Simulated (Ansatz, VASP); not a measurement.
**One calculation of LiCl, two programs**

The input POSCAR:

```
LiCl
1.0
    0.0000000000      2.5647700000      2.5647700000
    2.5647700000      0.0000000000      2.5647700000
    2.5647700000      2.5647700000      0.0000000000
Cl Li
1 1
Direct
    0.5000000000      0.5000000000      0.5000000000
    0.0000000000      0.0000000000      0.0000000000
```

The input INCAR.step1:

```
SYSTEM = LiCl
PREC = Accurate ; ENCUT = 720
EDIFF = 1E-5 ; ISMEAR = -1
SIGMA = 0.1 ; LREAL = .False.
LASPH = .True. ; NELM = 120
ALGO = Normal ; ISIF = 2
LWAVE = .True. ; LCHARG = .False.
GGA = PE ; NBANDS = 12
GGA_COMPAT = .False.
```

File INCAR.step2:

```
SYSTEM = LiCl
PREC = Accurate ; ENCUT = 720
EDIFF = 1E-6 ; ISMEAR = -1
SIGMA = 0.1 ; LREAL = .False.
LASPH = .True. ; NELM = 120
ALGO = Normal ; ISIF = 2
LWAVE = .False. ; LCHARG = .False.
METAGGA = R2SCAN ; LHFCALC = .True.
AEXX = 0.5 ; LMIXTAU = .True.
PRECFOCK = Normal ; IVDW = 12
VDW_S6 = 1.0 ; VDW_S8 = 1.3294
VDW_A1 = 0.4311 ; VDW_A2 = 5.924
ISTART = 1 ; NBANDS = 12
GGA_COMPAT = .False.
```

KPOINTS

```
regular mesh
0
Gamma
  5 5 5
  0 0 0
```

Contents of input.yaml:

```yaml
crystal:
  lattice: { a: 5.12954, b: 5.12954, c: 5.12954, alpha: 90.0, beta: 90.0, gamma: 90.0 }
  space_group: 225
  reduce_to_primitive: true
  atoms:
    - { symbol: Cl, wyckoff: "4b", position: [0.5, 0.0, 0.0] }
    - { symbol: Li, wyckoff: "4a", position: [0.0, 0.0, 0.0] }
hamiltonian:
  xc: r2scan50
  pseudopotentials: { kind: paw, level: accurate }
  dispersion: d3bj
kpoints:
  mp_grid: { grid: [5, 5, 5] }
scf:
  occupations: { method: fermi_dirac, width: 0.1 }
output:
  forces: true
  stress: true
  eigenvalues: true
  bader: true
  populations: true
```

Alike in both runs: functional r2SCAN50; dispersion D3(BJ); k mesh 5 × 5 × 5; occupations fermi-dirac, width 0.1 eV; no spin polarisation.

```csv
,VASP,Ansatz
version,VASP 6.6.1,Ansatz 0.2.0
potentials or method,"VASP PAW PBE potentials, release 64 (Cl, Li_sv)",Ansatz PAW earlier set
plane-wave cutoff (eV),720,900
valence electrons in the cell,10,10
task,single point,atomic charges
```

Ansatz gave:

* gap on the k mesh at the Fermi level (eV): 10.75
* least direct gap on the mesh (eV): 10.75
* pressure (GPa): -2.5

**Question.** What did VASP give for the same quantities?

**Answer.** gap on the k mesh at the Fermi level (eV): 10.78; least direct gap on the mesh (eV): 10.78; pressure (GPa): -2.8.

VASP's potentials were made for PBE, not for r2SCAN50.

The k mesh is coarse, so the values compare programs but aren't converged. Noted on Ansatz's run: odd divisions of the mesh miss points on the zone boundary, where band edges often lie, so the gap on the mesh can be too wide.
